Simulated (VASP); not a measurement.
# ZrB (Fm-3m) in VASP: notebook

Runs on ZrB. Level: LDA. Tasks: relaxation of cell and atoms, single point.

All numbers are computed with VASP 6.6.1; they aren't measurements. Logs are shortened: lines on timing, memory, paths and dates and some standing lists are left out, and cuts for length are marked.

### 1 The cell of the first run

The structure is cubic, space group Fm-3m (No. 225). Conventional cell: a = 4.831 Å, b = 4.831 Å, c = 4.831 Å, α = 90.00°, β = 90.00°, γ = 90.00°. Zr (site symmetry m-3m) has 6 B at 2.42 Å within 3.2 Å. B (site symmetry m-3m) has 6 Zr at 2.42 Å within 3.2 Å.

### 2 Relaxation of cell and atoms, LDA

INCAR reads:

```
PREC = Accurate ; ENCUT = 600
EDIFF = 1E-6 ; ISMEAR = 0
SIGMA = 0.1 ; LREAL = F
LASPH = T ; NELM = 100
ALGO = Normal ; ISIF = 3
LWAVE = F ; LCHARG = F
GGA = CA ; IBRION = 2
NSW = 100 ; EDIFFG = -0.005
```

KPOINTS reads:

```
Automatic mesh
0
Gamma
  16 16 16
```

POSCAR reads:

```
ZrB
1.0
    0.0000000000      2.4156803549      2.4156803549
    2.4156803549      0.0000000000      2.4156803549
    2.4156803549      2.4156803549      0.0000000000
Zr B
1 1
Direct
    0.0000000000      0.0000000000      0.0000000000
    0.5000000000      0.5000000000      0.5000000000
```

Potentials or basis: VASP PAW LDA potentials, release 64 (Zr_sv, B).

Launch:

```bash
cat potpaw_LDA.64/Zr_sv/POTCAR potpaw_LDA.64/B/POTCAR > POTCAR
mpirun -np 1 vasp_std > vasp.out
```

OUTCAR:

```text
PREC = Accurate
   ENCUT = 600
   EDIFF = 1E-6
   ISMEAR = 0
   LREAL = F
   LASPH = T
   NELM = 100
   ISIF = 3
   GGA = CA
   IBRION = 2
   NSW = 100
   EDIFFG = -0.005

 ion  position               nearest neighbor table
   1  0.000  0.000  0.000-   2 2.42   2 2.42   2 2.42   2 2.42   2 2.42   2 2.42
   2  0.500  0.500  0.500-   1 2.42   1 2.42   1 2.42   1 2.42   1 2.42   1 2.42

  LATTYP: Found a face centered cubic cell.
 ALAT       =     4.8313607098

  Lattice vectors:

 A1 = (   0.0000000000,   2.4156803549,   2.4156803549)
 A2 = (   2.4156803549,   0.0000000000,   2.4156803549)
 A3 = (   2.4156803549,   2.4156803549,   0.0000000000)

Analysis of symmetry for initial positions (statically):
=====================================================================
 Subroutine PRICEL returns:
 Original cell was already a primitive cell.

 Routine SETGRP: Setting up the symmetry group for a
 face centered cubic supercell.

 Subroutine GETGRP returns: Found 48 space group operations
 (whereof 48 operations were pure point group operations)
 out of a pool of 48 trial point group operations.

The static configuration has the point symmetry O_h .

Analysis of symmetry for dynamics (positions and initial velocities):
=====================================================================
 Subroutine PRICEL returns:
 Original cell was already a primitive cell.

 Routine SETGRP: Setting up the symmetry group for a
 face centered cubic supercell.

 Subroutine GETGRP returns: Found 48 space group operations
 (whereof 48 operations were pure point group operations)
 out of a pool of 48 trial point group operations.

The dynamic configuration has the point symmetry O_h .

 Subroutine INISYM returns: Found 48 space group operations
 (whereof 48 operations are pure point group operations),
 and found     1 'primitive' translations

----------------------------------------------------------------------------------------

                                     Primitive cell

  volume of cell :      28.1935

  direct lattice vectors                    reciprocal lattice vectors
     0.000000000  2.415680355  2.415680355    -0.206981027  0.206981027  0.206981027
     2.415680355  0.000000000  2.415680355     0.206981027 -0.206981027  0.206981027
     2.415680355  2.415680355  0.000000000     0.206981027  0.206981027 -0.206981027

  length of vectors
     3.416287920  3.416287920  3.416287920     0.358501654  0.358501654  0.358501654

  position of ions in fractional coordinates (direct lattice)
     0.000000000  0.000000000  0.000000000
     0.500000000  0.500000000  0.500000000

  ion indices of the primitive-cell ions
   primitive index   ion index
                 1           1
                 2           2

----------------------------------------------------------------------------------------

 KPOINTS: Automatic mesh

Automatic generation of k-mesh.
 Grid dimensions read from file:
 generate k-points for:   16   16   16

 Generating k-lattice:

  Cartesian coordinates                     Fractional coordinates (reciprocal lattice)
    -0.012936314  0.012936314  0.012936314     0.062500000  0.000000000  0.000000000
     0.012936314 -0.012936314  0.012936314     0.000000000  0.062500000  0.000000000
     0.012936314  0.012936314 -0.012936314     0.000000000  0.000000000  0.062500000

  Length of vectors
     0.022406353  0.022406353  0.022406353

  Shift w.r.t. Gamma in fractional coordinates (k-lattice)
     0.000000000  0.000000000  0.000000000

 Subroutine IBZKPT returns following result:
 ===========================================

 Found    145 irreducible k-points:

 Following reciprocal coordinates:
            Coordinates               Weight
  0.000000  0.000000  0.000000      1.000000
  0.062500  0.000000  0.000000      8.000000
  0.125000  0.000000  0.000000      8.000000
  0.187500  0.000000  0.000000      8.000000
  0.250000  0.000000  0.000000      8.000000
  0.312500  0.000000  0.000000      8.000000
[... 16 lines left out ...]
 -0.125000  0.062500  0.000000     24.000000
 -0.062500  0.062500  0.000000     12.000000
 [... further k-points ...]
   k-points           NKPTS =    145   k-points in BZ     NKDIM =    145   number of bands    NBANDS=     11
   number of dos      NEDOS =    301   number of ions     NIONS =      2
   total plane-waves  NPLWV =  21952
   dimension x,y,z NGX =    28 NGY =   28 NGZ =   28
   dimension x,y,z NGXF=    56 NGYF=   56 NGZF=   56
   ions per type =               1   1
   NGX,Y,Z   is equivalent  to a cutoff of  13.63, 13.63, 13.63 a.u.
   NGXF,Y,Z  is equivalent  to a cutoff of  27.25, 27.25, 27.25 a.u.
 SYSTEM =  unknown system
   PREC   = accura    normal or accurate (medium, high low for compatibility)
   ISTART =      0    job   : 0-new  1-cont  2-samecut
   ICHARG =      2    charge: 1-file 2-atom 10-const
   ISPIN  =      1    spin polarized calculation?
   LNONCOLLINEAR =      F non collinear calculations
   LSORBIT =      F    spin-orbit coupling
   LASPH  =      T    aspherical Exc in radial PAW
   ENCUT  =  600.0 eV  44.10 Ry    6.64 a.u.   6.82  6.82  6.82*2*pi/ulx,y,z
   NELM   =    100;   NELMIN=  2; NELMDL= -5     # of ELM steps
   EDIFF  = 0.1E-05   stopping-criterion for ELM
   LREAL  =      F    real-space projection
   EDIFFG = -.5E-02   stopping-criterion for IOM
   NSW    =    100    number of steps for IOM
   IBRION =      2    ionic relax: 0-MD 1-quasi-New 2-CG
   NFREE  =      1    steps in history (QN), initial steepest desc. (CG)
   ISIF   =      3    stress and relaxation
   ISYM   =      2    0-nonsym 1-usesym 2-fastsym
   POTIM  = 0.5000    time-step for ionic-motion
   TEBEG  =    0.0;   TEEND  =   0.0 temperature during run
   PSTRESS=    0.0 pullay stress
   NELECT =      15.0000    total number of electrons
   NUPDOWN=      -1.0000    fix difference up-down
   EMIN   =  10.00;   EMAX   =-10.00  energy-range for DOS
   EFERMI =   0.00;   METHOD = LEGACY
   ISMEAR =     0;   SIGMA  =   0.10  broadening in eV -4-tet -1-fermi 0-gaus
   EFERMI_NEDOS =   21; number of points for ismear=-14 and -15
   IALGO  =     38    algorithm
   IMIX   =      4    mixing-type and parameters
     AMIX     =   0.40;   BMIX     =  1.00
     AMIX_MAG =   1.60;   BMIX_MAG =  1.00
  volume/ion in A,a.u.               =      14.10        95.13
  Fermi-wavevector in a.u.,A,eV,Ry     =   1.326546  2.506809 23.942518  1.759725
  Thomas-Fermi vector in A             =   2.455925
   LORBIT       =      0    0 simple, 1 ext, 2 COOP (PROOUT), +10 PAW based schemes
   GGA     = CA    functional components
   LHFCALC =     F    Hartree Fock is set to
   AEXX    =    0.0000 exact exchange contribution
   IVDW    =     0    specifies the selected vdW correction
   LEPSILON=     F    determine dielectric tensor
   LRPA    =     F    only Hartree local field effects (RPA)
 conjugate gradient relaxation of ions
 non-spin polarized calculation
 Gauss-broadening in eV      SIGMA  =   0.10
  energy-cutoff  :      600.00
  volume of cell :       28.19
 maximum number of plane-waves:       960
   NGX = 13   NGY = 13   NGZ = 13

--------------------------------------- Ionic step        1  -------------------------------------------

 number of electron      15.0000000 magnetization

 Free energy of the ion-electron system (eV)
  ---------------------------------------------------
  ext. energy  EPLUGINS =         0.00000000
  ---------------------------------------------------
  free energy    TOTEN  =       -17.52419398 eV

  energy without entropy =      -17.51831961  energy(sigma->0) =      -17.52125679

------------------------ aborting loop because EDIFF is reached ----------------------------------------

  FORCE on cell =-STRESS in cart. coord.  units (eV):
  Direction    XX          YY          ZZ          XY          YZ          ZX
  --------------------------------------------------------------------------------------
  -------------------------------------------------------------------------------------
  Total        0.0409468      0.0409468      0.0409468      0.0000000      0.0000000     -0.0000000
  in kB        2.3269229      2.3269229      2.3269229      0.0000000      0.0000000     -0.0000000
  external PRESSURE =       2.3269229 kB  Pullay stress =       0.0000000 kB
[... 57 lines left out ...]
  energy  without entropy=      -17.5183113918  energy(sigma->0) =      -17.52125600

--------------------------------------- Ionic step        3  -------------------------------------------

 number of electron      15.0000000 magnetization

 Free energy of the ion-electron system (eV)
  ---------------------------------------------------
  ext. energy  EPLUGINS =         0.00000000
  ---------------------------------------------------
  free energy    TOTEN  =       -17.52423132 eV

  energy without entropy =      -17.51834903  energy(sigma->0) =      -17.52129017

 E-fermi :   7.7358     XC(G=0): -11.8489

 val. band max:        7.7107052812   @ k =   0.5000   0.2500   0.0000
 cond. band min:       7.7556418205   @ k =  -0.4375   0.3750   0.1250
 fundamental gap:      0.0449365393
 Fermi energy:         7.7357697938

 k-point     1 :       0.0000    0.0000    0.0000
  band No.  band energies     occupation
      1     -39.2698      2.00000
      2     -17.2287      2.00000
      3     -17.2287      2.00000
      4     -17.2287      2.00000
      5      -0.2789      2.00000
      6       9.4833      0.00000
      7       9.4833      0.00000
      8       9.4833      0.00000
      9      11.0125      0.00000
     10      11.0125      0.00000
     11      11.2608      0.00000
[... 309 lines left out ...]
 k-point    24 :      -0.0625    0.0625    0.0000
  band No.  band energies     occupation
      1     -39.2626      2.00000
      2     -17.2903      2.00000
      3     -17.2463      2.00000
      4     -17.2306      2.00000
      5      -0.0349      2.00000
      6       8.9156      0.00000
      7       8.9933      0.00000
      8       9.3457      0.00000
      9       9.6169      0.00000
     10      10.5429      0.00000
     11      11.7251      0.00000

 [... further k-points ...]

------------------------ aborting loop because EDIFF is reached ----------------------------------------

  FORCE on cell =-STRESS in cart. coord.  units (eV):
  Direction    XX          YY          ZZ          XY          YZ          ZX
  --------------------------------------------------------------------------------------
  -------------------------------------------------------------------------------------
  Total       -0.0023280     -0.0023280     -0.0023280      0.0000000     -0.0000000      0.0000000
  in kB       -0.1320832     -0.1320832     -0.1320832      0.0000000     -0.0000000      0.0000000
  external PRESSURE =      -0.1320832 kB  Pullay stress =       0.0000000 kB
[... 17 lines left out ...]
  FREE ENERGIE OF THE ION-ELECTRON SYSTEM (eV)
  ---------------------------------------------------
  free  energy   TOTEN  =       -17.5242313226 eV

  energy  without entropy=      -17.5183490255  energy(sigma->0) =      -17.52129017

 reached required accuracy - stopping structural energy minimisation
```

Run time: 71 s. Hardware: 1 thread of AMD EPYC 7R13 (Zen 3), shared host; peak memory 0.17 GiB.

What came out:

* Free energy: -17.5242 eV
* Relaxed volume: 14.12 Å³/atom
* Relaxed cell: a = 3.418 Å, b = 3.418 Å, c = 3.418 Å, α = 60.00°, β = 60.00°, γ = 60.00°
* Space group after relaxing (to 0.05 Å): Fm-3m (No. 225)
* Energy gained by relaxing: 0.0 meV/atom
* Ionic steps: 3
* Pressure after relaxing: 0.0 GPa

Final structure:
```cif
data_structure
_symmetry_space_group_name_H-M 'P 1'
_symmetry_Int_Tables_number 1
_cell_length_a 3.4181
_cell_length_b 3.4181
_cell_length_c 3.4181
_cell_angle_alpha 60.000
_cell_angle_beta 60.000
_cell_angle_gamma 60.000
_cell_volume 28.24
loop_
_atom_site_label
_atom_site_type_symbol
_atom_site_fract_x
_atom_site_fract_y
_atom_site_fract_z
_atom_site_occupancy
Zr1 Zr 0.00000 0.00000 0.00000 1
B1 B 0.50000 0.50000 0.50000 1
```

### 3 Single point, LDA

This run uses another cell than the first one, of 12.57 Å³/atom, 0.892 times its volume.

INCAR reads:

```
SYSTEM = ZrB
PREC = Accurate
ENCUT = 500
EDIFF = 1E-6
ISMEAR = 0
SIGMA = 0.1
LREAL = .False.
LASPH = .True.
NELM = 120
ALGO = Normal
ISIF = 2
LWAVE = .False.
LCHARG = .True.
GGA = CA
LELF = .True.
LVHAR = .True.
NBANDS = 14
GGA_COMPAT = .False.
```

KPOINTS reads:

```
regular mesh
0
Gamma
  6 6 6
  0 0 0
```

POSCAR reads:

```
ZrB
1.0
    0.0000000000      2.3250000000      2.3250000000
    2.3250000000      0.0000000000      2.3250000000
    2.3250000000      2.3250000000      0.0000000000
Zr B
1 1
Direct
    0.0000000000      0.0000000000      0.0000000000
    0.5000000000      0.5000000000      0.5000000000
```

Potentials or basis: VASP PAW LDA potentials, release 64 (Zr_sv, B).

Launch:

```bash
cat potpaw_LDA.64/Zr_sv/POTCAR potpaw_LDA.64/B/POTCAR > POTCAR
mpirun -np 1 vasp_std > vasp.out
```

Wall time 6.3 s (1 thread of AMD EPYC 7R43 (Zen 3), shared host); peak memory 0.09 GiB.

Results (log left out):

| Property | Result |
| --- | --- |
| Free energy | -17.3038 eV |
| Pressure | 25.8 GPa |

Levels at points of the mesh, in eV from the Fermi level:
| k point | band 5 | band 6 | band 7 | band 8 | band 9 | band 10 | band 11 | band 12 |
| --- | --- | --- | --- | --- | --- | --- | --- | --- |
| (0.00, 0.00, 0.00) | -8.04 | 2.04 | 2.04 | 2.04 | 3.86 | 3.86 | 3.98 | 3.98 |
| (0.50, 0.00, 0.00) | -4.01 | -3.26 | -1.25 | -1.25 | 5.89 | 5.89 | 7.48 | 8.50 |
| (0.50, 0.50, 0.00) | -6.21 | -0.98 | -0.07 | 2.73 | 2.73 | 5.64 | 7.05 | 7.05 |

Caveat: the k points lie up to 0.39 Å⁻¹ apart.
